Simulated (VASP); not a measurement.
# TiC (Fm-3m) in VASP: a series of runs, part 2 of 2

VASP 6.6.1. Earlier steps stand in the parts before.

### Step 6. Relaxation of cell and atoms, PBEsol, target pressure 20 GPa, at which the enthalpy is minimised

This run uses another cell than the first one, of 9.26 Å³/atom, 0.953 times its volume.

File INCAR:

```
ALGO = Normal
EDIFF = 1E-6
EDIFFG = -0.008
ENCUT = 600
GGA = PS
IBRION = 2
ISIF = 3
ISMEAR = 0
LASPH = True
LCHARG = False
LREAL = False
LWAVE = False
NELM = 80
NSW = 70
PREC = Accurate
PSTRESS = 200.0
SIGMA = 0.1
```

File KPOINTS:

```
k-points
0
Gamma
  16 16 16
```

File POSCAR:

```
TiC
1.0
    0.0000000000      2.0995769083      2.0995769083
    2.0995769083      0.0000000000      2.0995769083
    2.0995769083      2.0995769083      0.0000000000
Ti C
1 1
Direct
    0.0000000000      0.0000000000      0.0000000000
    0.5000000000      0.5000000000      0.5000000000
```

Potentials or basis: VASP PAW PBE potentials, release 64 (Ti_sv, C).

Run with:

```bash
cat potpaw_PBE.64/Ti_sv/POTCAR potpaw_PBE.64/C/POTCAR > POTCAR
mpirun -np 1 vasp_std > vasp.out
```

OUTCAR:

```text
EDIFF = 1E-6
   EDIFFG = -0.008
   ENCUT = 600
   GGA = PS
   IBRION = 2
   ISIF = 3
   ISMEAR = 0
   LASPH = True
   LREAL = False
   NELM = 80
   NSW = 70
   PREC = Accurate
   PSTRESS = 200.0

 ion  position               nearest neighbor table
   1  0.000  0.000  0.000-   2 2.10   2 2.10   2 2.10   2 2.10   2 2.10   2 2.10
   2  0.500  0.500  0.500-   1 2.10   1 2.10   1 2.10   1 2.10   1 2.10   1 2.10

  LATTYP: Found a face centered cubic cell.
 ALAT       =     4.1991538166

  Lattice vectors:

 A1 = (   0.0000000000,   2.0995769083,   2.0995769083)
 A2 = (   2.0995769083,   0.0000000000,   2.0995769083)
 A3 = (   2.0995769083,   2.0995769083,   0.0000000000)

Analysis of symmetry for initial positions (statically):
=====================================================================
 Subroutine PRICEL returns:
 Original cell was already a primitive cell.

 Routine SETGRP: Setting up the symmetry group for a
 face centered cubic supercell.

 Subroutine GETGRP returns: Found 48 space group operations
 (whereof 48 operations were pure point group operations)
 out of a pool of 48 trial point group operations.

The static configuration has the point symmetry O_h .

[... 171 lines left out ...]
  external PRESSURE =       3.1855855 kB  Pullay stress =     200.0000000 kB
[... 63 lines left out ...]
--------------------------------------- Ionic step        3  -------------------------------------------

 number of electron      15.9999997 magnetization

 Free energy of the ion-electron system (eV)
  ---------------------------------------------------
  ext. energy  EPLUGINS =         0.00000000
  ---------------------------------------------------
  free energy    TOTEN  =       -19.72656430 eV

  energy without entropy =      -19.72482880  energy(sigma->0) =      -19.72569655

 E-fermi :  10.4079     XC(G=0): -13.3434

 val. band max:       10.4007205973   @ k =   0.4375   0.4375   0.0000
 cond. band min:      10.4821557814   @ k =   0.4375   0.3750   0.0000
 fundamental gap:      0.0814351841
 Fermi energy:        10.4078582436

 k-point     1 :       0.0000    0.0000    0.0000
  band No.  band energies     occupation
      1     -45.6476      2.00000
      2     -21.7153      2.00000
      3     -21.7153      2.00000
      4     -21.7153      2.00000
      5      -2.3727      2.00000
      6      11.1056      0.00000
      7      11.1056      0.00000
      8      11.1056      0.00000
      9      12.2414      0.00000
     10      12.2414      0.00000
     11      12.2414      0.00000
     12      12.3418      0.00000
[... 331 lines left out ...]
 k-point    24 :      -0.0625    0.0625    0.0000
  band No.  band energies     occupation
      1     -45.6365      2.00000
      2     -21.7829      2.00000
      3     -21.7336      2.00000
      4     -21.7165      2.00000
      5      -2.1083      2.00000
      6      10.1595      1.99956
      7      10.3227      1.77128
      8      10.3735      1.37271
      9      11.2324      0.00000
     10      11.9251      0.00000
     11      12.8865      0.00000
     12      13.5701      0.00000

 [... further k-points ...]

------------------------ aborting loop because EDIFF is reached ----------------------------------------

  FORCE on cell =-STRESS in cart. coord.  units (eV):
  Direction    XX          YY          ZZ          XY          YZ          ZX
  --------------------------------------------------------------------------------------
  -------------------------------------------------------------------------------------
  Total        2.3144717      2.3144717      2.3144717     -0.0000000     -0.0000000     -0.0000000
  in kB      200.1000414    200.1000414    200.1000414     -0.0000000     -0.0000000     -0.0000000
  external PRESSURE =       0.1000414 kB  Pullay stress =     200.0000000 kB
[... 21 lines left out ...]
  energy  without entropy=      -19.7248288030  energy(sigma->0) =      -19.72569655

  enthalpy is  TOTEN    =       -17.4132497465 eV   P V=        2.3133145552

 reached required accuracy - stopping structural energy minimisation
```

OSZICAR:

```text
N       E                     dE             d eps       ncg     rms          rms(c)
DAV:   1     0.128353058236E+03    0.12835E+03   -0.92730E+03  3488   0.180E+03
DAV:   2    -0.142869865120E+02   -0.14264E+03   -0.13555E+03  3604   0.409E+02
DAV:   3    -0.243601695916E+02   -0.10073E+02   -0.96708E+01  4504   0.102E+02
[... 24 lines left out ...]
DAV:   3    -0.197265507975E+02    0.57086E-04   -0.24824E-04  4020   0.173E-01    0.218E-02
DAV:   4    -0.197265527841E+02   -0.19866E-05   -0.88137E-05  3872   0.952E-02    0.129E-02
DAV:   5    -0.197265615452E+02   -0.87611E-05   -0.12080E-05  4152   0.346E-02    0.334E-03
DAV:   6    -0.197265635091E+02   -0.19639E-05   -0.57686E-06  4028   0.138E-02    0.368E-03
DAV:   7    -0.197265643017E+02   -0.79255E-06   -0.15777E-06  3420   0.135E-02
   3 F= -.17413250E+02 E0= -.17412382E+02  d E =-.228283E-04
```

CONTCAR:

```text
TiC
   1.00000000000000
     0.0000000000000000    2.1003665530787323    2.1003665530787323
     2.1003665530787323    0.0000000000000000    2.1003665530787323
     2.1003665530787323    2.1003665530787323   -0.0000000000000000
  Ti              C
     1     1
Direct
     0.0000000000000000    0.0000000000000000    0.0000000000000000
     0.5000000000000000    0.5000000000000000    0.5000000000000000

  0.00000000E+00  0.00000000E+00  0.00000000E+00
  0.00000000E+00  0.00000000E+00  0.00000000E+00
```

Wall time 31 s (1 thread of Intel Xeon Platinum 8559C (Emerald Rapids), shared host); peak memory 0.18 GiB.

What came out:

```
Free energy                                            : -19.7266 eV
Relaxed volume                                         : 9.27 Å³/atom
Relaxed cell                                           : a = 2.970 Å, b = 2.970 Å, c = 2.970 Å, α = 60.00°, β = 60.00°, γ = 60.00°
Space group after relaxing (to 0.05 Å)                 : Fm-3m (No. 225)
Energy change on relaxing (the enthalpy is what falls) : -1.3 meV/atom
Ionic steps                                            : 3
Pressure after relaxing                                : 20.0 GPa
Band gap on the k mesh                                 : zero (band 8 reaches 11.11 eV, above the bottom of band 9 at 9.99 eV)
```

Step by step:
| step | energy change (eV) | largest force (eV/Å) | pressure (GPa) | volume (Å³) |
| --- | --- | --- | --- | --- |
| 1 | 0.0000 | 0.0000 | 20.32 | 18.51 |
| 2 | -0.0061 | 0.0000 | 19.40 | 18.56 |
| 3 | -0.0026 | 0.0000 | 20.01 | 18.53 |

Final structure:
```yaml
crystal:
  lattice:
    - [0.00000, 2.10037, 2.10037]
    - [2.10037, 0.00000, 2.10037]
    - [2.10037, 2.10037, 0.00000]
  atoms:
    - { symbol: Ti, position: [0.00000, 0.00000, 0.00000] }
    - { symbol: C, position: [0.50000, 0.50000, 0.50000] }
```

Caveat: the cell is relaxed towards a set pressure, so the enthalpy falls and the energy may rise; the PAW data sets were made with another functional, which shifts forces and pressure a little.

### Step 7. Overview

```tsv
task	cell	cutoff (eV)	gap on the mesh (eV)	pressure (GPa)
single point	a = 3.017 Å, angles 60.0°, 2 atoms	520	none	5.3
single point	a = 3.036 Å, angles 60.0°, 2 atoms	520	none	0.2
single point	a = 3.044 Å, angles 60.0°, 2 atoms	520	none	-1.8
relaxation of cell and atoms	relaxed to 40 GPa from a = 2.916 Å, angles 60.0°, 2 atoms	600	none	40.0
relaxation of cell and atoms	relaxed to 20 GPa from a = 2.969 Å, angles 60.0°, 2 atoms	600	none	20.0
```

Alike in all rows: level PBEsol; potentials or basis VASP PAW PBE potentials, release 64 (Ti_sv, C); no spin polarisation; k mesh 16 × 16 × 16; smearing gaussian 0.1 eV.

Caveats: the PAW data sets were made with another functional, which shifts forces and pressure a little; the cell is relaxed towards a set pressure, so the enthalpy falls and the energy may rise (some runs).

Total energies depend on the potentials used, so only differences within one code and one set of settings carry meaning.
